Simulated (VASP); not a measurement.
# AlCu3 (Pmmn) in VASP: further runs

Runs on AlCu3. Level: PBEsol. Tasks: single point.

Everything below comes from runs of VASP 6.6.1. Logs are shortened: lines on timing, memory, paths and dates and some standing lists are left out, and cuts for length are marked.

## Step 1: The cell of the first run

The structure is orthorhombic, space group Pmmn (No. 59). Conventional cell: a = 4.203 Å, b = 5.155 Å, c = 4.504 Å, α = 90.00°, β = 90.00°, γ = 90.00°. Within 3.4 Å of Al (site symmetry mm2) lie 12 Cu at 2.58 to 2.60 Å. Within 3.4 Å of Cu (site symmetry mm2) lie 8 Cu at 2.58 to 2.61 Å and 4 Al at 2.58 Å. Cu (site symmetry m) has 8 Cu at 2.57 to 2.61 Å and 4 Al at 2.58 to 2.60 Å within 3.4 Å.

## Step 2: Single point, PBEsol

The input, INCAR:

```
ALGO = Fast
EDIFF = 1E-6
ENCUT = 520
GGA = PS
ISIF = 2
ISMEAR = 0
LASPH = True
LCHARG = False
LREAL = False
LWAVE = False
NBANDS = 46
NELM = 100
PREC = Accurate
SIGMA = 0.1
```

The input, KPOINTS:

```
k-points
0
Gamma
  8 8 8
```

The input, POSCAR:

```
AlCu3
1.0
    4.2029793514      0.0000000000      0.0000000000
    0.0000000000      5.1553515955      0.0000000000
    0.0000000000      0.0000000000      4.5036698579
Al Cu
2 6
Direct
    0.0000000000      0.0000000000      0.6644411475
    0.5000000000      0.5000000000      0.3355588525
    0.0000000000      0.5000000000      0.6682225497
    0.5000000000      0.0000000000      0.3317774503
    0.0000000000      0.2510479284      0.1639462878
    0.0000000000      0.7489520716      0.1639462878
    0.5000000000      0.2489520716      0.8360537122
    0.5000000000      0.7510479284      0.8360537122
```

Potentials or basis: VASP PAW PBE potentials, release 64 (Al, Cu).

The run is started by

```sh
$ cat potpaw_PBE.64/Al/POTCAR potpaw_PBE.64/Cu/POTCAR > POTCAR
$ mpirun -np 1 vasp_std > vasp.out
```

OUTCAR:

```text
EDIFF = 1E-6
   ENCUT = 520
   GGA = PS
   ISIF = 2
   ISMEAR = 0
   LASPH = True
   LREAL = False
   NELM = 100
   PREC = Accurate

 ion  position               nearest neighbor table
   1  0.000  0.000  0.664-   3 2.58   3 2.58   8 2.58   7 2.58   7 2.58   8 2.58   4 2.58   4 2.58
                             5 2.60   6 2.60   5 2.60   6 2.60
   2  0.500  0.500  0.336-   4 2.58   4 2.58   6 2.58   5 2.58   5 2.58   6 2.58   3 2.58   3 2.58
                             7 2.60   8 2.60   7 2.60   8 2.60
   3  0.000  0.500  0.668-   5 2.58   6 2.58   1 2.58   1 2.58   2 2.58   2 2.58   7 2.58   8 2.58
                             7 2.58   8 2.58   5 2.61   6 2.61
   4  0.500  0.000  0.332-   7 2.58   8 2.58   2 2.58   2 2.58   1 2.58   1 2.58   5 2.58   6 2.58
                             5 2.58   6 2.58   7 2.61   8 2.61
   5  0.000  0.251  0.164-   6 2.57   7 2.57   7 2.57   3 2.58   2 2.58   2 2.58   4 2.58   4 2.58
                             6 2.59   1 2.60   1 2.60   3 2.61
   6  0.000  0.749  0.164-   5 2.57   8 2.57   8 2.57   3 2.58   2 2.58   2 2.58   4 2.58   4 2.58
                             5 2.59   1 2.60   1 2.60   3 2.61
   7  0.500  0.249  0.836-   8 2.57   5 2.57   5 2.57   4 2.58   1 2.58   1 2.58   3 2.58   3 2.58
                             8 2.59   2 2.60   2 2.60   4 2.61
   8  0.500  0.751  0.836-   7 2.57   6 2.57   6 2.57   4 2.58   1 2.58   1 2.58   3 2.58   3 2.58
                             7 2.59   2 2.60   2 2.60   4 2.61

  LATTYP: Found a simple orthorhombic cell.
 ALAT       =     4.2029793514
 B/A-ratio  =     1.0715422279
 C/A-ratio  =     1.2265945570

  Lattice vectors:

 A1 = (  -4.2029793514,   0.0000000000,   0.0000000000)
 A2 = (   0.0000000000,   0.0000000000,   4.5036698579)
 A3 = (   0.0000000000,   5.1553515955,   0.0000000000)

Analysis of symmetry for initial positions (statically):
=====================================================================
 Subroutine PRICEL returns:
 Original cell was already a primitive cell.

 Routine SETGRP: Setting up the symmetry group for a
 simple orthorhombic supercell.

 Subroutine GETGRP returns: Found  8 space group operations
 (whereof  4 operations were pure point group operations)
 out of a pool of  8 trial point group operations.

The static configuration has the point symmetry C_2v.
 The point group associated with its full space group is D_2h.

Analysis of symmetry for dynamics (positions and initial velocities):
=====================================================================
 Subroutine PRICEL returns:
 Original cell was already a primitive cell.

 Routine SETGRP: Setting up the symmetry group for a
 simple orthorhombic supercell.

 Subroutine GETGRP returns: Found  8 space group operations
 (whereof  4 operations were pure point group operations)
 out of a pool of  8 trial point group operations.

The dynamic configuration has the point symmetry C_2v.
 The point group associated with its full space group is D_2h.

 Subroutine INISYM returns: Found  8 space group operations
 (whereof  4 operations are pure point group operations),
 and found     1 'primitive' translations

----------------------------------------------------------------------------------------

                                     Primitive cell

  volume of cell :      97.5848

  direct lattice vectors                    reciprocal lattice vectors
     4.202979351  0.000000000  0.000000000     0.237926460  0.000000000  0.000000000
     0.000000000  5.155351595  0.000000000     0.000000000  0.193973191  0.000000000
     0.000000000  0.000000000  4.503669858     0.000000000  0.000000000  0.222041142

  length of vectors
     4.202979351  5.155351595  4.503669858     0.237926460  0.193973191  0.222041142

  position of ions in fractional coordinates (direct lattice)
     0.000000000  0.000000000  0.664441147
     0.500000000  0.500000000  0.335558853
     0.000000000  0.500000000  0.668222550
     0.500000000  0.000000000  0.331777450
     0.000000000  0.251047928  0.163946288
     0.000000000  0.748952072  0.163946288
     0.500000000  0.248952072  0.836053712
     0.500000000  0.751047928  0.836053712

  ion indices of the primitive-cell ions
   primitive index   ion index
                 1           1
                 2           2
                 3           3
                 4           4
                 5           5
                 6           6
                 7           7
                 8           8

----------------------------------------------------------------------------------------

 KPOINTS: k-points

Automatic generation of k-mesh.
 Grid dimensions read from file:
 generate k-points for:    8    8    8

 Generating k-lattice:

  Cartesian coordinates                     Fractional coordinates (reciprocal lattice)
     0.029740808  0.000000000  0.000000000     0.125000000  0.000000000  0.000000000
     0.000000000  0.024246649  0.000000000     0.000000000  0.125000000  0.000000000
     0.000000000  0.000000000  0.027755143     0.000000000  0.000000000  0.125000000

  Length of vectors
     0.029740808  0.024246649  0.027755143

  Shift w.r.t. Gamma in fractional coordinates (k-lattice)
     0.000000000  0.000000000  0.000000000

 Subroutine IBZKPT returns following result:
 ===========================================

 Found    125 irreducible k-points:

 Following reciprocal coordinates:
            Coordinates               Weight
  0.000000  0.000000  0.000000      1.000000
  0.125000  0.000000  0.000000      2.000000
  0.250000  0.000000  0.000000      2.000000
  0.375000  0.000000  0.000000      2.000000
  0.500000  0.000000  0.000000      1.000000
  0.000000  0.125000  0.000000      2.000000
[... 16 lines left out ...]
  0.250000  0.500000  0.000000      2.000000
  0.375000  0.500000  0.000000      2.000000
 [... further k-points ...]
   k-points           NKPTS =    125   k-points in BZ     NKDIM =    125   number of bands    NBANDS=     46
   number of dos      NEDOS =    301   number of ions     NIONS =      8
   total plane-waves  NPLWV =  46080
   dimension x,y,z NGX =    32 NGY =   40 NGZ =   36
   dimension x,y,z NGXF=    64 NGYF=   80 NGZF=   72
   ions per type =               2   6
   NGX,Y,Z   is equivalent  to a cutoff of  12.66, 12.90, 13.29 a.u.
   NGXF,Y,Z  is equivalent  to a cutoff of  25.31, 25.80, 26.58 a.u.
 SYSTEM =  unknown system
   PREC   = accura    normal or accurate (medium, high low for compatibility)
   ISTART =      0    job   : 0-new  1-cont  2-samecut
   ICHARG =      2    charge: 1-file 2-atom 10-const
   ISPIN  =      1    spin polarized calculation?
   LNONCOLLINEAR =      F non collinear calculations
   LSORBIT =      F    spin-orbit coupling
   LASPH  =      T    aspherical Exc in radial PAW
   ENCUT  =  520.0 eV  38.22 Ry    6.18 a.u.   7.81  9.59  8.37*2*pi/ulx,y,z
   NELM   =    100;   NELMIN=  2; NELMDL= -5     # of ELM steps
   EDIFF  = 0.1E-05   stopping-criterion for ELM
   LREAL  =      F    real-space projection
   EDIFFG = 0.1E-04   stopping-criterion for IOM
   NSW    =      0    number of steps for IOM
   IBRION =     -1    ionic relax: 0-MD 1-quasi-New 2-CG
   NFREE  =      0    steps in history (QN), initial steepest desc. (CG)
   ISIF   =      2    stress and relaxation
   ISYM   =      2    0-nonsym 1-usesym 2-fastsym
   POTIM  = 0.5000    time-step for ionic-motion
   TEBEG  =    0.0;   TEEND  =   0.0 temperature during run
   PSTRESS=    0.0 pullay stress
   NELECT =      72.0000    total number of electrons
   NUPDOWN=      -1.0000    fix difference up-down
   EMIN   =  10.00;   EMAX   =-10.00  energy-range for DOS
   EFERMI =   0.00;   METHOD = LEGACY
   ISMEAR =     0;   SIGMA  =   0.10  broadening in eV -4-tet -1-fermi 0-gaus
   EFERMI_NEDOS =   21; number of points for ismear=-14 and -15
   IALGO  =     68    algorithm
   IMIX   =      4    mixing-type and parameters
     AMIX     =   0.40;   BMIX     =  1.00
     AMIX_MAG =   1.60;   BMIX_MAG =  1.00
  volume/ion in A,a.u.               =      12.20        82.32
  Fermi-wavevector in a.u.,A,eV,Ry     =   1.479307  2.795485 29.774297  2.188349
  Thomas-Fermi vector in A             =   2.593481
   LORBIT       =      0    0 simple, 1 ext, 2 COOP (PROOUT), +10 PAW based schemes
   GGA     = PS    functional components
   LHFCALC =     F    Hartree Fock is set to
   AEXX    =    0.0000 exact exchange contribution
   IVDW    =     0    specifies the selected vdW correction
   LEPSILON=     F    determine dielectric tensor
   LRPA    =     F    only Hartree local field effects (RPA)
 non-spin polarized calculation
 RMM-DIIS sequential band-by-band and
 Gauss-broadening in eV      SIGMA  =   0.10
  energy-cutoff  :      520.00
  volume of cell :       97.58
 maximum number of plane-waves:      2668
 NGX is ok and might be reduce to    32
   NGX = 15   NGY = 19   NGZ = 17

 number of electron      72.0000013 magnetization

 Free energy of the ion-electron system (eV)
  ---------------------------------------------------
  ext. energy  EPLUGINS =         0.00000000
  ---------------------------------------------------
  free energy    TOTEN  =       -35.64328524 eV

  energy without entropy =      -35.63135749  energy(sigma->0) =      -35.63732136

 E-fermi :   8.3766     XC(G=0): -12.4045

 val. band max:        8.3748570367   @ k =   0.2500   0.0000   0.3750
 cond. band min:       8.3941266255   @ k =   0.3750   0.0000   0.1250
 fundamental gap:      0.0192695888
 Fermi energy:         8.3765814401

 k-point     1 :       0.0000    0.0000    0.0000
  band No.  band energies     occupation
      1      -2.1643      2.00000
      2       2.1131      2.00000
      3       2.5852      2.00000
      4       3.2761      2.00000
      5       3.5265      2.00000
      6       3.6715      2.00000
[... 38 lines left out ...]
     45      14.1556      0.00000
     46      14.4730      0.00000
[... 1086 lines left out ...]
      6       3.7823      2.00000
[... 38 lines left out ...]
     45      15.4104      0.00000
     46      15.4107      0.00000

 [... further k-points ...]

------------------------ aborting loop because EDIFF is reached ----------------------------------------

  FORCE on cell =-STRESS in cart. coord.  units (eV):
  Direction    XX          YY          ZZ          XY          YZ          ZX
  --------------------------------------------------------------------------------------
  -------------------------------------------------------------------------------------
  Total       -1.5118657     -1.5057381     -1.5294395      0.0000000      0.0000000      0.0000000
  in kB      -24.8222818    -24.7216763    -25.1108140      0.0000000      0.0000000      0.0000000
  external PRESSURE =     -24.8849240 kB  Pullay stress =       0.0000000 kB

 VOLUME and BASIS-vectors are now :
 -----------------------------------------------------------------------------
  energy-cutoff  :      520.00
  volume of cell :       97.58
      direct lattice vectors                 reciprocal lattice vectors
     4.202979351  0.000000000  0.000000000     0.237926460  0.000000000  0.000000000
     0.000000000  5.155351595  0.000000000     0.000000000  0.193973191  0.000000000
     0.000000000  0.000000000  4.503669858     0.000000000  0.000000000  0.222041142

 POSITION                                       TOTAL-FORCE (eV/Angst)
 -----------------------------------------------------------------------------------
      0.00000      0.00000      2.99242         0.000000      0.000000      0.002901
      2.10149      2.57768      1.51125         0.000000      0.000000     -0.002901
      0.00000      2.57768      3.00945         0.000000      0.000000      0.000447
      2.10149      0.00000      1.49422         0.000000      0.000000     -0.000447
      0.00000      1.29424      0.73836         0.000000     -0.001536      0.000012
      0.00000      3.86111      0.73836         0.000000      0.001536      0.000012
      2.10149      1.28344      3.76531        -0.000000      0.001536     -0.000012
      2.10149      3.87192      3.76531        -0.000000     -0.001536     -0.000012
 -----------------------------------------------------------------------------------
    total drift:                                0.000000     -0.000000      0.000000

  FREE ENERGIE OF THE ION-ELECTRON SYSTEM (eV)
  ---------------------------------------------------
  free  energy   TOTEN  =       -35.6432852371 eV

  energy  without entropy=      -35.6313574864  energy(sigma->0) =      -35.63732136
```

It took 16 min on 1 thread of Intel Xeon 8259CL, shared host; peak memory 0.5 GiB.

Results:

| Property | Result |
| --- | --- |
| Free energy | -35.6433 eV |
| Pressure | -2.5 GPa |
| Band gap on the k mesh | zero (bands 36 and 37 overlap by 4.08 eV) |

Forces on the atoms (eV/Å):
```
Al   0.000  0.000  0.003
Al   0.000  0.000 -0.003
Cu   0.000  0.000  0.000
Cu   0.000  0.000  0.000
Cu   0.000 -0.002  0.000
Cu   0.000  0.002  0.000
Cu   0.000  0.002  0.000
Cu   0.000 -0.002  0.000
```

Caveat: the PAW data sets were made with another functional, which shifts forces and pressure a little.

(Continued in part 2 of 2.)

The gap in the log of VASP goes by the Fermi energy; the results here count the filled bands.